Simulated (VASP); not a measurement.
CuO:

```xyz
2
Lattice="2.8363 0.0000 0.0000 -1.4182 2.4563 0.0000 0.0000 0.0000 2.7681" Properties=species:S:1:pos:R:3 pbc="T T T"
Cu    0.0000    0.0000    0.0000
O     1.4182    0.8188    1.3841
```

Base run:

* Program: VASP 6.6.1
* Functional: LDA
* Potentials or basis: VASP PAW LDA potentials, release 64 (Cu, O)
* Cutoff: 520 eV
* k mesh: 11 × 11 × 10
* Occupations: fermi-dirac, width 0.05 eV
* Spin: no spin polarisation
* Hubbard terms: Cu d U = 4.5 eV

Its results: band gap on the k mesh zero (an odd number of electrons rules out a gap without spin polarisation); pressure -18.7 GPa.

**Question.** The run is repeated on the same cell with these changes: hubbard terms from Cu d U = 4.5 eV to none. What comes out?

**Answer.** Band gap on the k mesh zero (an odd number of electrons rules out a gap without spin polarisation); pressure -15.9 GPa.

Caveats: an odd number of electrons without spin polarisation forces a metal; a magnetic or distorted state may lie lower; the stress differs along the axes, from -29 to -14 GPa (at least some runs); U without spin polarisation on a metal has little footing (at least some runs); the stress differs along the axes, from -25 to -12 GPa (at least some runs); semilocal functionals often make such compounds metallic where correlation or magnetic order opens a gap, which also shifts bond lengths (at least some runs).
